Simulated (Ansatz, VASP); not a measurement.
## TiAl: VASP beside Ansatz

```
Ti Al
1.0
     2.78044    0.00000    0.00000
     0.00000    3.38182    0.00000
     0.00000    0.00000    3.12409
Ti Al
1 1
Cartesian
  0.0000 0.0000 0.0000
  1.3902 1.6909 1.5620
```

Change from the starting cell: normal strain along x -0.1100, normal strain along y +0.0825.

Alike in both runs: task single point; functional LDA; k mesh 14 × 14 × 14; occupations gaussian, width 0.15 eV; no spin polarisation.

|  | VASP | Ansatz |
| --- | --- | --- |
| version | VASP 6.6.1 | Ansatz 0.2.0 |
| potentials or method | VASP PAW LDA potentials, release 64 (Ti_sv, Al), cutoff 520 eV | scalar-relativistic, plane waves, PAW |
| valence electrons in the cell | 15 | 15 |

Ansatz gave:

| Property | Result |
| --- | --- |
| gap on the k mesh at the Fermi level (eV) | none |
| pressure (GPa) | 5.8 |
| traceless stress, the component that is largest in VASP (GPa) | -5.44 |

Q: What did VASP give for the same quantities?

A: gap on the k mesh at the Fermi level (eV): none; pressure (GPa): 6.0; traceless stress, the component that is largest in VASP (GPa): -5.43.

Ansatz warns that its potentials were made for another functional, while VASP's fit it. LDA's correlation is that of Perdew and Zunger in VASP and of Perdew and Wang (1992) in Ansatz. A gap of «none» marks a metal or a gap that the smearing closes.
